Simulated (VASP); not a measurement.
Write the native input for VASP 6.6.1 that does the following.

```
Task                   : single point
Functional             : RPBE
Potentials or basis    : VASP PAW PBE potentials, release 64 (Zn)
Cutoff                 : 520 eV
k mesh                 : 15 × 15 × 4
Occupations            : fermi-dirac, width 0.1 eV
Spin                   : no spin polarisation
Dipole correction      : no
Further INCAR settings : ALGO = Normal; EDIFF = 1e-07; NBANDS = 32
```

The structure of Zn lies in POSCAR:

```
Zn
1.0
    2.7668547881      0.0000000000      0.0000000000
   -1.3834273940      2.3961665351      0.0000000000
    0.0000000000      0.0000000000     10.3679324343
Zn
4
Direct
    1.0000000000      0.0000000000      1.0000000000
    1.0000000000      1.0000000000      0.5000000000
    0.3333333333      0.6666666667      0.2500000000
    0.6666666667      0.3333333333      0.7500000000
```

One way to write it, as run:

INCAR

```
  ALGO = Normal
  EDIFF = 1E-7
  ENCUT = 520
  GGA = RP
  ISIF = 2
  ISMEAR = -1
  LASPH = True
  LCHARG = False
  LREAL = False
  LWAVE = False
  NBANDS = 32
  NELM = 80
  PREC = Accurate
  SIGMA = 0.1
```

KPOINTS

```
k-points
0
Gamma
  15 15 4
```

Potentials or basis: VASP PAW PBE potentials, release 64 (Zn).

Run with:

```sh
$ cat potpaw_PBE.64/Zn/POTCAR > POTCAR
$ mpirun -np 1 vasp_std > vasp.out
```

Results of the run:

```
Pressure               : -3.5 GPa
Band gap on the k mesh : zero (bands 24 and 25 overlap by 4.75 eV)
```

Caveat: the cell stands under tension; the PAW data sets were made with another functional, which shifts forces and pressure a little.

It took 71 s on 1 thread of Intel(R) Xeon(R) 6975P-C (Granite Rapids), with other jobs on the host, peak memory 0.27 GiB.
